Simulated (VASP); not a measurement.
# Al (a cell with a defect) in VASP: further runs

Runs on Al (a cell with a defect). Level: PBE+D3(BJ). Tasks: single point.

Everything below comes from runs of VASP 6.6.1. Logs are shortened: lines on timing, memory, paths and dates and some standing lists are left out, and cuts for length are marked.

**1. The cell of the first run**

The cell holds a defect, 33 atoms: a = 8.100 Å, b = 8.100 Å, c = 8.100 Å, α = 90.00°, β = 90.00°, γ = 90.00°.

**2. Single point, PBE+D3(BJ)**

Input file INCAR:

```
ALGO = Normal
EDIFF = 1E-6
ENCUT = 520
GGA = PE
ISIF = 2
ISMEAR = 0
IVDW = 12
LASPH = T
LCHARG = T
LELF = T
LREAL = Auto
LVHAR = T
LWAVE = F
NBANDS = 72
NELM = 80
PREC = Accurate
SIGMA = 0.05
```

Input file KPOINTS:

```
k-points
0
Gamma
  3 3 3
```

Input file POSCAR:

```
Al
1.0
    8.1000000000      0.0000000000      0.0000000000
    0.0000000000      8.1000000000      0.0000000000
    0.0000000000      0.0000000000      8.1000000000
Al
33
Direct
    0.4997641975      0.0061364198     -0.0047706173
    0.7575556790      0.2552006173      0.0087261728
    0.7315872840     -0.0078327160      0.2508318519
   -0.0003477778     -0.0061002469     -0.0174508642
    0.2419102469      0.2550655556      0.0085828395
    0.4995914815      0.4985988889     -0.0130555556
    0.7466920988      0.7520213580     -0.0018882716
    0.2678864198     -0.0078330864      0.2508288889
    0.4995853086      0.2418917284      0.2505187654
    0.6972188889      0.5106825926      0.2491920988
    0.4997590123      0.0067700000      0.5054216049
    0.7590939506      0.2566714815      0.4916023457
    0.7446628395      0.0065140741      0.7500508642
   -0.0001565432      0.5099632099     -0.0471920988
    0.2527558025      0.7521459259     -0.0019966667
   -0.0001706173      0.1579592593      0.2508561728
    0.3013967901      0.5106696296      0.2491875309
    0.4995874074      0.7648732099      0.2511038272
   -0.0003470370     -0.0090400000      0.5190077778
    0.2403535802      0.2565479012      0.4917274074
    0.4995876543      0.4981432099      0.5132708642
    0.7469935802      0.7509172840      0.5032138272
    0.2547603704      0.0065154321      0.7500465432
    0.4997556790      0.2490988889      0.7500807407
    0.7367467901      0.4985561728      0.7517151852
   -0.0002107407      0.7771146914      0.2497671605
   -0.0001588889      0.5130698765      0.5565925926
    0.2524556790      0.7510480247      0.5033197531
   -0.0003406173      0.2426388889      0.7505612346
    0.2627349383      0.4985533333      0.7517134568
    0.4997565432      0.7566019753      0.7502180247
   -0.0003498765      0.7653960494      0.7538685185
   -0.0008500000      0.4552345679      0.2563970370
```

Potentials or basis: VASP PAW PBE potentials, release 64 (Al).

Launch:

```
$ cat potpaw_PBE.64/Al/POTCAR > POTCAR
$ mpirun -np 1 vasp_std > vasp.out
```

OUTCAR:

```text
EDIFF = 1E-6
   ENCUT = 520
   GGA = PE
   ISIF = 2
   ISMEAR = 0
   IVDW = 12
   LASPH = T
   LREAL = Auto
   NELM = 80
   PREC = Accurate
 IVDW          = 12

 ion  position               nearest neighbor table
   1  0.500  0.006  0.995-  24 2.80   3 2.80   8 2.80  13 2.81  23 2.81   9 2.81  31 2.83  18 2.85
                            15 2.87   7 2.87   5 2.91   2 2.91
   2  0.758  0.255  0.009-   9 2.87  29 2.87  25 2.87   6 2.88  14 2.88  10 2.88  16 2.88   4 2.89
                             3 2.90   1 2.91  13 2.91  24 2.96  33 3.24
   3  0.732  0.992  0.251-  16 2.55  18 2.63   9 2.76  26 2.78  11 2.79   1 2.80   7 2.83  22 2.83
                             2 2.90  12 2.91  19 3.07   4 3.07
   4  1.000  0.994  0.983-  16 2.55  32 2.62  29 2.76  26 2.79  13 2.80  23 2.80   7 2.84  15 2.84
                             2 2.89   5 2.89   3 3.07   8 3.07
   5  0.242  0.255  0.009-   9 2.86  29 2.87  30 2.87   6 2.88  14 2.88  16 2.88  17 2.88   4 2.89
                             8 2.90   1 2.91  23 2.91  24 2.96  33 3.24
   6  0.500  0.499  0.987-  10 2.66  17 2.66  30 2.70  25 2.71  24 2.79  31 2.84  15 2.87   7 2.87
                             5 2.88   2 2.88   9 2.98  18 3.04
   7  0.747  0.752  0.998-   3 2.83  31 2.83   4 2.84  10 2.85  32 2.85  14 2.86  25 2.86  18 2.87
                             6 2.87   1 2.87  13 2.88  26 2.90
   8  0.268  0.992  0.251-  16 2.55  18 2.63   9 2.76  26 2.78  11 2.79   1 2.80  15 2.83  28 2.83
                             5 2.90  20 2.91  19 3.07   4 3.07
   9  0.500  0.242  0.251-  10 2.70  17 2.70   8 2.76   3 2.76  11 2.81   1 2.81   5 2.86   2 2.87
[... 19 lines left out ...]
  19  1.000  0.991  0.519-  16 2.56  32 2.64  29 2.77  26 2.79  13 2.79  23 2.79  22 2.83  28 2.83
                            20 2.91  12 2.91   3 3.07   8 3.07
  20  0.240  0.257  0.492-  29 2.87  16 2.87   9 2.87  21 2.88  30 2.88  17 2.89  27 2.90   8 2.91
                            19 2.91  23 2.91  11 2.92  24 2.97  33 3.17
  21  0.500  0.498  0.513-  10 2.67  17 2.68  30 2.72  25 2.72  24 2.78  31 2.84  28 2.87  22 2.87
                            20 2.88  12 2.88   9 2.97  18 3.03
  22  0.747  0.751  0.503-  19 2.83   3 2.83  31 2.83  27 2.84  10 2.86  18 2.86  21 2.87  25 2.87
                            13 2.88  11 2.88  32 2.89  26 2.91
  23  0.255  0.007  0.750-  19 2.79  24 2.79   4 2.80  11 2.80   1 2.81  29 2.82  31 2.83  32 2.84
                            28 2.88  15 2.88   5 2.91  20 2.91
  24  0.500  0.249  0.750-  21 2.78   6 2.79  25 2.79  30 2.79  11 2.79  13 2.79  23 2.79   1 2.80
                             5 2.96   2 2.96  20 2.97  12 2.97
  25  0.737  0.499  0.752-  27 2.66  14 2.68   6 2.71  21 2.72  24 2.79  31 2.84   7 2.86  22 2.87
                             2 2.87  12 2.88  29 2.97  32 3.03
  26  1.000  0.777  0.250-  33 2.61   8 2.78   3 2.78  19 2.79   4 2.79  15 2.90   7 2.90  28 2.91
                            22 2.91  16 3.08  14 3.24  17 3.26  10 3.27  27 3.28
  27  1.000  0.513  0.557-  33 2.48  32 2.59  30 2.65  25 2.66  29 2.70  28 2.84  22 2.84  20 2.90
                            12 2.90  14 3.21  26 3.28
  28  0.252  0.751  0.503-  19 2.83   8 2.83  31 2.83  27 2.84  17 2.86  18 2.86  21 2.87  30 2.87
                            23 2.88  11 2.88  32 2.89  26 2.91
  29  1.000  0.243  0.751-  27 2.70  14 2.72   4 2.76  19 2.77  13 2.82  23 2.82  20 2.87  12 2.87
                             5 2.87   2 2.87  25 2.97  30 2.97
  30  0.263  0.499  0.752-  27 2.65  14 2.68   6 2.70  21 2.72  24 2.79  31 2.84  15 2.86  28 2.87
                             5 2.87  20 2.88  29 2.97  32 3.04
[... 217 lines left out ...]
   LORBIT       =      0    0 simple, 1 ext, 2 COOP (PROOUT), +10 PAW based schemes
   GGA     = PE    functional components
   LHFCALC =     F    Hartree Fock is set to
   AEXX    =    0.0000 exact exchange contribution
   IVDW    =    12    specifies the selected vdW correction
   LEPSILON=     F    determine dielectric tensor
   LRPA    =     F    only Hartree local field effects (RPA)
 non-spin polarized calculation
 Gauss-broadening in eV      SIGMA  =   0.05
  energy-cutoff  :      520.00
  volume of cell :      531.44
 maximum number of plane-waves:     14358
   NGX = 31   NGY = 31   NGZ = 31

 number of electron      98.9999999 magnetization

 Free energy of the ion-electron system (eV)
  ---------------------------------------------------
  ext. energy  EPLUGINS =         0.00000000
  ---------------------------------------------------
  free energy    TOTEN  =      -121.52829694 eV

  energy without entropy =     -121.51660520  energy(sigma->0) =     -121.52245107

 E-fermi :   8.2905     XC(G=0): -10.2733

 val. band max:        8.2680638032   @ k =   0.3333   0.0000   0.3333
 cond. band min:       8.2948558425   @ k =   0.0000  -0.3333   0.3333
 fundamental gap:      0.0267920393
 Fermi energy:         8.2905485464

 k-point     1 :       0.0000    0.0000    0.0000
  band No.  band energies     occupation
      1      -3.0791      2.00000
      2      -1.0813      2.00000
      3      -1.0522      2.00000
      4      -0.8414      2.00000
      5      -0.6913      2.00000
      6      -0.6910      2.00000
[... 885 lines left out ...]
     60       9.8471      0.00000
     61       9.8682      0.00000
 [bands above 61 left out]

------------------------ aborting loop because EDIFF is reached ----------------------------------------

 Edisp (eV)  -11.38957

 E8    (eV) :    -5.0971

  FORCE on cell =-STRESS in cart. coord.  units (eV):
  Direction    XX          YY          ZZ          XY          YZ          ZX
  --------------------------------------------------------------------------------------
  -------------------------------------------------------------------------------------
  Total       3.11591     5.58736     3.18623    -0.01598     0.21951     0.00128
  in kB       9.39377    16.84466     9.60578    -0.04818     0.66177     0.00386
  external pressure =       11.95 kB  Pullay stress =        0.00 kB

 VOLUME and BASIS-vectors are now :
 -----------------------------------------------------------------------------
  energy-cutoff  :      520.00
  volume of cell :      531.44
      direct lattice vectors                 reciprocal lattice vectors
     8.100000000  0.000000000  0.000000000     0.123456790  0.000000000  0.000000000
     0.000000000  8.100000000  0.000000000     0.000000000  0.123456790  0.000000000
     0.000000000  0.000000000  8.100000000     0.000000000  0.000000000  0.123456790

 POSITION                                       TOTAL-FORCE (eV/Angst)
 -----------------------------------------------------------------------------------
      4.04809      0.04971      8.06136        -0.000321     -0.001288      0.000701
      6.13620      2.06713      0.07068         0.001279     -0.002941      0.001809
      5.92586      8.03656      2.03174         0.002995      0.004181      0.001566
      8.09718      8.05059      7.95865         0.000065     -0.010128      0.001503
      1.95947      2.06603      0.06952        -0.001747     -0.004129      0.003213
      4.04669      4.03865      7.99425        -0.000677      0.000086      0.006510
[... 25 lines left out ...]
      8.09717      6.19971      6.10633        -0.000539      0.001888     -0.018211
      8.09312      3.68740      2.07682         0.005446      0.015519     -0.018522
 -----------------------------------------------------------------------------------
    total drift:                                0.002081     -0.044253      0.008212

  FREE ENERGIE OF THE ION-ELECTRON SYSTEM (eV)
  ---------------------------------------------------
  free  energy   TOTEN  =      -132.9178638900 eV

  energy  without entropy=     -132.9061721483  energy(sigma->0) =     -132.91201802
```

OSZICAR:

```text
N       E                     dE             d eps       ncg     rms          rms(c)
DAV:   1     0.139500380796E+03    0.13950E+03   -0.34792E+04  2016   0.111E+03
DAV:   2    -0.107774861432E+03   -0.24728E+03   -0.23215E+03  2392   0.145E+02
DAV:   3    -0.122207296940E+03   -0.14432E+02   -0.13859E+02  2504   0.282E+01
DAV:   4    -0.122502121234E+03   -0.29482E+00   -0.29264E+00  2368   0.423E+00
DAV:   5    -0.122505859302E+03   -0.37381E-02   -0.37340E-02  2376   0.556E-01    0.799E+00
DAV:   6    -0.121852839475E+03    0.65302E+00   -0.50346E-01  2272   0.179E+00    0.472E+00
DAV:   7    -0.121549950386E+03    0.30289E+00   -0.34954E-01  2320   0.146E+00    0.824E-01
DAV:   8    -0.121531490757E+03    0.18460E-01   -0.27430E-02  2208   0.455E-01    0.537E-01
DAV:   9    -0.121529103045E+03    0.23877E-02   -0.25890E-03  2384   0.126E-01    0.380E-01
DAV:  10    -0.121528315776E+03    0.78727E-03   -0.58793E-04  2280   0.614E-02    0.554E-02
DAV:  11    -0.121528297852E+03    0.17924E-04   -0.49850E-05  2288   0.191E-02    0.334E-02
DAV:  12    -0.121528296940E+03    0.91147E-06   -0.44537E-06  2256   0.569E-03
   1 F= -.13291786E+03 E0= -.13291202E+03  d E =-.116917E-01
```

stdout:

```text
POSCAR found type information on POSCAR Al
 POSCAR found :  1 types and      33 ions
 scaLAPACK will be used
 LDA part: xc-table for (Slater+PW92), standard interpolation
 POSCAR, INCAR and KPOINTS ok, starting setup
 FFT: planning ... GRIDC
 FFT: planning ... GRID_SOFT
 FFT: planning ... GRID
 WAVECAR not read
 entering main loop
```

Wall time 4 min (1 thread of Intel Xeon 6975P-C (Granite Rapids), shared host); peak memory 0.64 GiB.

Results:

- Free energy: -132.9179 eV
- Pressure: 1.2 GPa
- Largest force: 0.025 eV/Å
- Band gap on the k mesh: zero (an odd number of electrons rules out a gap without spin polarisation)
- Dispersion energy per atom: -0.345 eV

Forces on the atoms (eV/Å):
```
Al   0.000 -0.001  0.001
Al   0.001 -0.003  0.002
Al   0.003  0.004  0.002
Al   0.000 -0.010  0.002
Al  -0.002 -0.004  0.003
Al  -0.001  0.000  0.007
Al   0.001  0.001 -0.003
Al  -0.002  0.004  0.002
Al   0.000  0.000  0.005
Al  -0.008  0.003  0.004
Al   0.001 -0.004  0.001
Al   0.002 -0.006  0.003
Al   0.000 -0.003  0.002
Al  -0.002  0.009 -0.020
Al   0.001  0.001 -0.002
Al  -0.001  0.013 -0.007
Al   0.010  0.002  0.005
Al  -0.002  0.001  0.005
Al  -0.001  0.016 -0.007
Al  -0.001 -0.004  0.003
Al  -0.001 -0.001  0.002
Al   0.004 -0.001  0.004
Al   0.002  0.000  0.002
Al  -0.003 -0.007  0.003
Al  -0.002 -0.002  0.002
Al  -0.001  0.010  0.001
Al   0.000 -0.024  0.001
Al  -0.004 -0.003  0.004
Al   0.001 -0.010  0.011
Al   0.002 -0.001  0.001
Al  -0.001  0.003  0.001
Al  -0.001  0.002 -0.018
Al   0.005  0.016 -0.019
```

Stress tensor (GPa, compression positive):
```
0.94 0.00 0.00
0.00 1.68 0.07
0.00 0.07 0.96
```

**3. Single point, PBE+D3(BJ)**

Input file INCAR:

```
PREC = Accurate ; ENCUT = 520
EDIFF = 1E-7 ; ISMEAR = 0
SIGMA = 0.05 ; LREAL = Auto
LASPH = True ; NELM = 80
ALGO = Normal ; ISIF = 2
LWAVE = False ; LCHARG = True
GGA = PE ; IVDW = 12
LELF = True ; LVHAR = True
NBANDS = 72
```

Input file KPOINTS:

```
regular mesh
0
Gamma
  3 3 3
```

Input file POSCAR:

```
Al
1.0
    8.1000000000      0.0000000000      0.0000000000
    0.0000000000      8.1000000000      0.0000000000
    0.0000000000      0.0000000000      8.1000000000
Al
33
Direct
    0.4997906173     -0.0061866667     -0.0011458025
    0.7448227160      0.2423653086     -0.0010962963
    0.7487388889     -0.0126048148      0.2471227160
   -0.0002565432      0.0033945679     -0.0023386420
    0.2547166667      0.2423659259     -0.0010944444
    0.4997900000      0.4852195062     -0.0010906173
    0.7359554321      0.7361386420     -0.0025213580
    0.2508119753     -0.0125428395      0.2470679012
    0.4997911111      0.2423485185      0.2436027160
    0.7576000000      0.4934228395      0.2558954321
    0.4997097531      0.0033212346      0.4981030864
    0.7333380247      0.2314807407      0.4981181481
    0.7477995062     -0.0116528395      0.7500974074
   -0.0002549383      0.4774000000     -0.0026639506
    0.2636048148      0.7361383951     -0.0025204938
   -0.0002565432      0.2316951852      0.2322607407
    0.2419518519      0.4933600000      0.2558312346
    0.4997097531      0.7361835802      0.2348485185
   -0.0001876543      0.0217583951      0.4991129630
    0.2662177778      0.2314834568      0.4981182716
    0.4997091358      0.4773619753      0.4980872840
    0.6951525926      0.7459048148      0.4993425926
    0.2517517284     -0.0115916049      0.7501528395
    0.4997919753      0.2423503704      0.7534883951
    0.7563883951      0.4922971605      0.7414146914
   -0.0001772840      0.7458938272      0.1908435802
   -0.0004869136      0.7043191358      0.4942265432
    0.3040096296      0.7459016049      0.4993448148
   -0.0002556790      0.2313461728      0.7651349383
    0.2431683951      0.4922317284      0.7414837037
    0.4997113580      0.7360932099      0.7624387654
   -0.0001759259      0.7459972840      0.7997913580
   -0.0001823457      0.4050151852      0.4995256790
```

Potentials or basis: VASP PAW PBE potentials, release 64 (Al).

Launch:

```
$ cat potpaw_PBE.64/Al/POTCAR > POTCAR
$ mpirun -np 1 vasp_std > vasp.out
```

Run time: 5.7 min. Hardware: 1 thread of AMD EPYC 9R45 (Zen 5), shared host; peak memory 0.61 GiB.

It converged, with:

- Free energy: -132.9216 eV
- Pressure: 1.2 GPa
- Largest force: 0.010 eV/Å
- Band gap on the k mesh: zero (an odd number of electrons rules out a gap without spin polarisation)
- Dispersion energy per atom: -0.345 eV

Forces on the atoms (eV/Å):
```
Al   0.000  0.001 -0.003
Al   0.000  0.000  0.001
Al   0.001 -0.001 -0.002
Al   0.000  0.003 -0.004
Al   0.000  0.001  0.002
Al   0.000  0.004 -0.003
Al   0.001  0.001  0.000
Al   0.000  0.000 -0.001
Al   0.001  0.000 -0.001
Al  -0.004  0.003 -0.005
Al  -0.001  0.003 -0.002
Al   0.001 -0.003 -0.001
Al  -0.002 -0.001  0.001
Al  -0.001  0.000  0.003
Al   0.001  0.001  0.001
Al   0.000 -0.008 -0.002
Al   0.004  0.002 -0.005
Al  -0.001  0.003  0.004
Al   0.000 -0.002  0.001
Al  -0.002 -0.003 -0.001
Al   0.000 -0.001  0.002
Al  -0.002 -0.001  0.001
Al   0.002 -0.001  0.001
Al   0.000  0.000  0.002
Al  -0.007  0.003  0.000
Al   0.001 -0.002  0.000
Al   0.000  0.002  0.009
Al   0.004 -0.001  0.001
Al  -0.001 -0.003 -0.004
Al   0.006  0.002  0.002
Al   0.001  0.002  0.002
Al  -0.001 -0.002  0.006
Al   0.000 -0.003 -0.004
```

Stress tensor (GPa, compression positive):
```
 1.05  0.00  0.00
 0.00  1.54 -0.02
 0.00 -0.02  1.06
```

Levels at points of the mesh, in eV from the Fermi level:
```
           k point  band 46  band 47  band 48  band 49  band 50  band 51  band 52  band 53
(0.00, 0.00, 0.00)    -0.49    -0.49    -0.14     0.16     0.18     0.18     0.33     0.49
```
